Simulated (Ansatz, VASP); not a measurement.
One calculation of Al, two programs

```
CELL_PARAMETERS angstrom
2.85748 0.00000 0.00000
-1.42874 2.47465 0.00000
0.00000 0.00000 4.61038
ATOMIC_POSITIONS crystal
Al 0.33333 0.66667 0.25000
Al 0.66667 0.33333 0.75000
```

Alike in both runs: functional PBEsol; k mesh 13 × 13 × 7; occupations fermi-dirac, width 0.1 eV; no spin polarisation.

Ansatz relaxed the structure, and its values are those at the end. VASP's run is a single point on that final structure, the one shown.

|  | VASP | Ansatz |
| --- | --- | --- |
| version | VASP 6.6.1 | Ansatz 0.2.0 |
| potentials or method | VASP PAW PBE potentials, release 64 (Al), cutoff 520 eV | plane waves (420 eV) with PAW, scalar-relativistic |
| valence electrons in the cell | 6 | 6 |

|  | VASP | Ansatz | Ansatz less VASP |
| --- | --- | --- | --- |
| pressure (GPa) | 0.0 | 0.0 | -0.06 |

VASP's potentials were made for PBE, not for PBEsol, and Ansatz warns of the same on its side.
